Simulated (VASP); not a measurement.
# Zr (P6_3/mmc) in VASP: notebook

Zr is run at these levels: PBEsol; tasks: single point.

Program: VASP 6.6.1. These are calculated values, not measurements. Logs are shortened: lines on timing, memory, paths and dates and some standing lists are left out, and cuts for length are marked.

### 1 The cell of the first run

The structure is hexagonal, space group P6_3/mmc (No. 194). Conventional cell: a = 3.180 Å, b = 3.180 Å, c = 5.317 Å, α = 90.00°, β = 90.00°, γ = 120.00°. Zr (site symmetry -6m2) has 12 Zr at 3.18 to 3.23 Å within 4.2 Å.

### 2 Single point, PBEsol

INCAR reads:

```
ALGO     = Fast           # electronic algorithm
EDIFF    = 1E-6           # SCF threshold, eV
ENCUT    = 520            # plane-wave cutoff, eV
GGA      = PS             # functional
ISIF     = 2              # what is computed and relaxed
ISMEAR   = 0              # smearing method
LASPH    = T              # aspherical terms in the spheres
LCHARG   = T              # write CHGCAR
LELF     = T              # ELF
LREAL    = F              # projectors in reciprocal space
LVHAR    = T            
LWAVE    = F              # write WAVECAR
NBANDS   = 19             # bands
NELM     = 80             # most SCF steps
PREC     = Accurate       # precision mode
SIGMA    = 0.15           # smearing width, eV
```

KPOINTS reads:

```
k-points
0
Gamma
  18 18 10
```

POSCAR reads:

```
Zr
1.0
    3.1798601017      0.0000000000      0.0000000000
   -1.5899300508      2.7538396285      0.0000000000
    0.0000000000      0.0000000000      5.3171678192
Zr
2
Direct
    0.3333333333      0.6666666667      0.2500000000
    0.6666666667      0.3333333333      0.7500000000
```

Potentials or basis: VASP PAW PBE potentials, release 64 (Zr_sv).

Started as:

```
$ cat potpaw_PBE.64/Zr_sv/POTCAR > POTCAR
$ mpirun -np 1 vasp_std > vasp.out
```

OUTCAR:

```text
EDIFF = 1E-6
   ENCUT = 520
   GGA = PS
   ISIF = 2
   ISMEAR = 0
   LASPH = T
   LREAL = F
   NELM = 80
   PREC = Accurate

 ion  position               nearest neighbor table
   1  0.333  0.667  0.250-   2 3.23   2 3.23   2 3.23   2 3.23   2 3.23   2 3.23
   2  0.667  0.333  0.750-   1 3.23   1 3.23   1 3.23   1 3.23   1 3.23   1 3.23

  LATTYP: Found a hexagonal cell.
 ALAT       =     3.1798601017
 C/A-ratio  =     1.6721389147

  Lattice vectors:

 A1 = (   3.1798601017,   0.0000000000,   0.0000000000)
 A2 = (  -1.5899300508,   2.7538396285,   0.0000000000)
 A3 = (   0.0000000000,   0.0000000000,   5.3171678192)

Analysis of symmetry for initial positions (statically):
=====================================================================
 Subroutine PRICEL returns:
 Original cell was already a primitive cell.

 Routine SETGRP: Setting up the symmetry group for a
 hexagonal supercell.

 Subroutine GETGRP returns: Found 24 space group operations
 (whereof 12 operations were pure point group operations)
 out of a pool of 24 trial point group operations.

The static configuration has the point symmetry D_3d.
 The point group associated with its full space group is D_6h.

Analysis of symmetry for dynamics (positions and initial velocities):
=====================================================================
 Subroutine PRICEL returns:
 Original cell was already a primitive cell.

 Routine SETGRP: Setting up the symmetry group for a
 hexagonal supercell.

 Subroutine GETGRP returns: Found 24 space group operations
 (whereof 12 operations were pure point group operations)
 out of a pool of 24 trial point group operations.

The dynamic configuration has the point symmetry D_3d.
 The point group associated with its full space group is D_6h.

 Subroutine INISYM returns: Found 24 space group operations
 (whereof 12 operations are pure point group operations),
 and found     1 'primitive' translations

----------------------------------------------------------------------------------------

                                     Primitive cell

  volume of cell :      46.5615

  direct lattice vectors                    reciprocal lattice vectors
     3.179860102  0.000000000  0.000000000     0.314479244  0.181564676  0.000000000
    -1.589930051  2.753839629  0.000000000     0.000000000  0.363129352  0.000000000
     0.000000000  0.000000000  5.317167819     0.000000000  0.000000000  0.188070047

  length of vectors
     3.179860102  3.179860102  5.317167819     0.363129352  0.363129352  0.188070047

  position of ions in fractional coordinates (direct lattice)
     0.333333333  0.666666667  0.250000000
     0.666666667  0.333333333  0.750000000

  ion indices of the primitive-cell ions
   primitive index   ion index
                 1           1
                 2           2

----------------------------------------------------------------------------------------

 KPOINTS: k-points

Automatic generation of k-mesh.
 Grid dimensions read from file:
 generate k-points for:   18   18   10

 Generating k-lattice:

  Cartesian coordinates                     Fractional coordinates (reciprocal lattice)
     0.017471069  0.010086926  0.000000000     0.055555556  0.000000000  0.000000000
     0.000000000  0.020173853  0.000000000     0.000000000  0.055555556  0.000000000
     0.000000000  0.000000000  0.018807005     0.000000000  0.000000000  0.100000000

  Length of vectors
     0.020173853  0.020173853  0.018807005

  Shift w.r.t. Gamma in fractional coordinates (k-lattice)
     0.000000000  0.000000000  0.000000000

 Subroutine IBZKPT returns following result:
 ===========================================

 Found    222 irreducible k-points:

 Following reciprocal coordinates:
            Coordinates               Weight
  0.000000  0.000000  0.000000      1.000000
  0.055556 -0.000000  0.000000      6.000000
  0.111111 -0.000000  0.000000      6.000000
  0.166667 -0.000000  0.000000      6.000000
  0.222222 -0.000000  0.000000      6.000000
  0.277778 -0.000000  0.000000      6.000000
[... 16 lines left out ...]
  0.333333  0.111111  0.000000     12.000000
  0.388889  0.111111  0.000000     12.000000
 [... further k-points ...]
   k-points           NKPTS =    222   k-points in BZ     NKDIM =    222   number of bands    NBANDS=     19
   number of dos      NEDOS =    301   number of ions     NIONS =      2
   total plane-waves  NPLWV =  23040
   dimension x,y,z NGX =    24 NGY =   24 NGZ =   40
   dimension x,y,z NGXF=    48 NGYF=   48 NGZF=   80
   ions per type =               2
   NGX,Y,Z   is equivalent  to a cutoff of  12.55, 12.55, 12.51 a.u.
   NGXF,Y,Z  is equivalent  to a cutoff of  25.09, 25.09, 25.01 a.u.
 SYSTEM =  unknown system
   PREC   = accura    normal or accurate (medium, high low for compatibility)
   ISTART =      0    job   : 0-new  1-cont  2-samecut
   ICHARG =      2    charge: 1-file 2-atom 10-const
   ISPIN  =      1    spin polarized calculation?
   LNONCOLLINEAR =      F non collinear calculations
   LSORBIT =      F    spin-orbit coupling
   LASPH  =      T    aspherical Exc in radial PAW
   ENCUT  =  520.0 eV  38.22 Ry    6.18 a.u.   5.91  5.91  9.89*2*pi/ulx,y,z
   NELM   =     80;   NELMIN=  2; NELMDL= -5     # of ELM steps
   EDIFF  = 0.1E-05   stopping-criterion for ELM
   LREAL  =      F    real-space projection
   EDIFFG = 0.1E-04   stopping-criterion for IOM
   NSW    =      0    number of steps for IOM
   IBRION =     -1    ionic relax: 0-MD 1-quasi-New 2-CG
   NFREE  =      0    steps in history (QN), initial steepest desc. (CG)
   ISIF   =      2    stress and relaxation
   ISYM   =      2    0-nonsym 1-usesym 2-fastsym
   POTIM  = 0.5000    time-step for ionic-motion
   TEBEG  =    0.0;   TEEND  =   0.0 temperature during run
   PSTRESS=    0.0 pullay stress
   NELECT =      24.0000    total number of electrons
   NUPDOWN=      -1.0000    fix difference up-down
   EMIN   =  10.00;   EMAX   =-10.00  energy-range for DOS
   EFERMI =   0.00;   METHOD = LEGACY
   ISMEAR =     0;   SIGMA  =   0.15  broadening in eV -4-tet -1-fermi 0-gaus
   EFERMI_NEDOS =   21; number of points for ismear=-14 and -15
   IALGO  =     68    algorithm
   IMIX   =      4    mixing-type and parameters
     AMIX     =   0.40;   BMIX     =  1.00
     AMIX_MAG =   1.60;   BMIX_MAG =  1.00
  volume/ion in A,a.u.               =      23.28       157.11
  Fermi-wavevector in a.u.,A,eV,Ry     =   1.312612  2.480476 23.442147  1.722949
  Thomas-Fermi vector in A             =   2.442992
   LORBIT       =      0    0 simple, 1 ext, 2 COOP (PROOUT), +10 PAW based schemes
   GGA     = PS    functional components
   LHFCALC =     F    Hartree Fock is set to
   AEXX    =    0.0000 exact exchange contribution
   IVDW    =     0    specifies the selected vdW correction
   LEPSILON=     F    determine dielectric tensor
   LRPA    =     F    only Hartree local field effects (RPA)
 non-spin polarized calculation
 RMM-DIIS sequential band-by-band and
 Gauss-broadening in eV      SIGMA  =   0.15
  energy-cutoff  :      520.00
  volume of cell :       46.56
 maximum number of plane-waves:      1285
 NGX is ok and might be reduce to    24
   NGX = 11   NGY = 11   NGZ = 19

 number of electron      24.0000000 magnetization

 Free energy of the ion-electron system (eV)
  ---------------------------------------------------
  ext. energy  EPLUGINS =         0.00000000
  ---------------------------------------------------
  free energy    TOTEN  =       -18.14272710 eV

  energy without entropy =      -18.11809644  energy(sigma->0) =      -18.13041177

 E-fermi :   8.8347     XC(G=0): -11.2010

 val. band max:        8.8261076647   @ k =   0.3333   0.2778   0.3000
 cond. band min:       8.8359868741   @ k =   0.3889   0.1667   0.4000
 fundamental gap:      0.0098792093
 Fermi energy:         8.8347284933

 k-point     1 :       0.0000    0.0000    0.0000
  band No.  band energies     occupation
      1     -39.8557      2.00000
      2     -39.7269      2.00000
      3     -18.3561      2.00000
      4     -17.4771      2.00000
      5     -17.4771      2.00000
      6     -17.4381      2.00000
[... 11 lines left out ...]
     18      11.3446      0.00000
     19      13.3759      0.00000

 k-point     2 :       0.0556   -0.0000    0.0000
  band No.  band energies     occupation
      1     -39.8518      2.00000
      2     -39.7247      2.00000
      3     -18.3466      2.00000
      4     -17.5020      2.00000
      5     -17.4846      2.00000
      6     -17.4409      2.00000
[... 11 lines left out ...]
     18      11.2635      0.00000
     19      13.4299      0.00000

 k-point     3 :       0.1111   -0.0000    0.0000
  band No.  band energies     occupation
      1     -39.8404      2.00000
      2     -39.7183      2.00000
      3     -18.3185      2.00000
      4     -17.5736      2.00000
      5     -17.5058      2.00000
      6     -17.4654      2.00000
[... 11 lines left out ...]
     18      11.0539      0.00000
     19      13.5517      0.00000

 k-point     4 :       0.1667   -0.0000    0.0000
  band No.  band energies     occupation
      1     -39.8227      2.00000
      2     -39.7089      2.00000
      3     -18.2738      2.00000
      4     -17.6829      2.00000
      5     -17.5743      2.00000
      6     -17.5373      2.00000
[... 407 lines left out ...]
     18      13.5105      0.00000
     19      13.7254      0.00000

 k-point    23 :       0.3333    0.1111    0.0000
  band No.  band energies     occupation
      1     -39.7242      2.00000
      2     -39.6693      2.00000
      3     -18.1725      2.00000
      4     -18.0489      2.00000
      5     -17.9869      2.00000
      6     -17.7236      2.00000
[... 11 lines left out ...]
     18      13.7317      0.00000
     19      14.2886      0.00000

 k-point    24 :       0.3889    0.1111    0.0000
  band No.  band energies     occupation
      1     -39.7094      2.00000
      2     -39.6671      2.00000
      3     -18.2352      2.00000
      4     -18.0973      2.00000
      5     -17.9323      2.00000
      6     -17.7503      2.00000
[... 11 lines left out ...]
     18      13.7703      0.00000
     19      14.9671      0.00000

 [... further k-points ...]

------------------------ aborting loop because EDIFF is reached ----------------------------------------

  FORCE on cell =-STRESS in cart. coord.  units (eV):
  Direction    XX          YY          ZZ          XY          YZ          ZX
  --------------------------------------------------------------------------------------
  -------------------------------------------------------------------------------------
  Total       -0.6824020     -0.6824020     -1.6577358     -0.0000000      0.0000000      0.0000000
  in kB      -23.4813931    -23.4813931    -57.0425431     -0.0000000      0.0000000      0.0000000
  external PRESSURE =     -34.6684431 kB  Pullay stress =       0.0000000 kB

 VOLUME and BASIS-vectors are now :
 -----------------------------------------------------------------------------
  energy-cutoff  :      520.00
  volume of cell :       46.56
      direct lattice vectors                 reciprocal lattice vectors
     3.179860102  0.000000000  0.000000000     0.314479244  0.181564676  0.000000000
    -1.589930051  2.753839629  0.000000000     0.000000000  0.363129352  0.000000000
     0.000000000  0.000000000  5.317167819     0.000000000  0.000000000  0.188070047

 POSITION                                       TOTAL-FORCE (eV/Angst)
 -----------------------------------------------------------------------------------
     -0.00000      1.83589      1.32929         0.000000     -0.000000      0.000000
      1.58993      0.91795      3.98788        -0.000000      0.000000      0.000000
 -----------------------------------------------------------------------------------
    total drift:                               -0.000000      0.000000     -0.000000

  FREE ENERGIE OF THE ION-ELECTRON SYSTEM (eV)
  ---------------------------------------------------
  free  energy   TOTEN  =       -18.1427270986 eV

  energy  without entropy=      -18.1180964408  energy(sigma->0) =      -18.13041177
```

Run time: 99 s. Hardware: 1 thread of Intel Xeon 6975P-C (Granite Rapids), shared host; peak memory 0.27 GiB.

Results:

| Property | Result |
| --- | --- |
| Free energy | -18.1427 eV |
| Pressure | -3.5 GPa |
| Band gap on the k mesh | zero (band 12 reaches 9.67 eV, above the bottom of band 13 at 8.58 eV) |

Levels at points of the mesh, in eV from the Fermi level:
| k point | band 8 | band 9 | band 10 | band 11 | band 12 | band 13 | band 14 | band 15 | band 16 | band 17 |
| --- | --- | --- | --- | --- | --- | --- | --- | --- | --- | --- |
| (0.00, 0.00, 0.00) | -26.20 | -5.64 | -3.05 | 0.63 | 0.84 | 0.97 | 0.97 | 1.55 | 1.55 | 2.51 |
| (0.50, 0.00, 0.00) | -26.34 | -2.54 | -2.49 | -2.18 | -0.01 | 0.56 | 0.86 | 1.26 | 5.17 | 5.24 |
| (0.00, 0.00, 0.50) | -26.26 | -4.04 | -4.04 | -0.14 | -0.14 | 0.95 | 0.95 | 0.95 | 0.95 | 4.00 |
| (0.50, 0.00, 0.50) | -26.44 | -2.86 | -2.86 | -1.16 | -1.16 | 1.71 | 1.71 | 2.42 | 2.42 | 5.19 |

Caveat: the PAW data sets were made with another functional, which shifts forces and pressure a little.

(Part 1 of 2 ends here.)
